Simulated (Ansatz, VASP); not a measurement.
One calculation of KMgF3, two programs

```
CELL_PARAMETERS angstrom
4.16890 0.00000 0.00000
0.00000 4.16890 0.00000
0.00000 0.00000 4.16890
ATOMIC_POSITIONS crystal
K 0.50000 0.50000 0.50000
Mg 0.00000 0.00000 0.00000
F 0.50000 0.00000 0.00000
F 0.00000 0.50000 0.00000
F 0.00000 0.00000 0.50000
```

Change from the starting cell: hydrostatic strain +4.7%.

Alike in both runs: task single point; functional HSE06; k mesh 4 × 4 × 4; no spin polarisation.

|  | VASP | Ansatz |
| --- | --- | --- |
| version | VASP 6.6.1 | Ansatz 0.2.0 |
| potentials or method | VASP PAW PBE potentials, release 64 (K_sv, Mg, F) | plane waves, PAW |
| plane-wave cutoff (eV) | 520 | 420 |
| occupations | gaussian, width 0.01 eV | fixed |
| valence electrons in the cell | 32 | 40 |

Ansatz gave:

```
gap on the k mesh at the Fermi level (eV) : 8.57
pressure (GPa)                            : -6.7
```

Q: Which values does VASP return?

A: gap on the k mesh at the Fermi level (eV): 8.53; pressure (GPa): -7.0.

VASP's potentials hold 32 valence electrons a cell and Ansatz's 40, so a difference there can come from the potentials and not from the codes. Ansatz's warnings: stress exchange threshold loose, stress scf threshold loose.
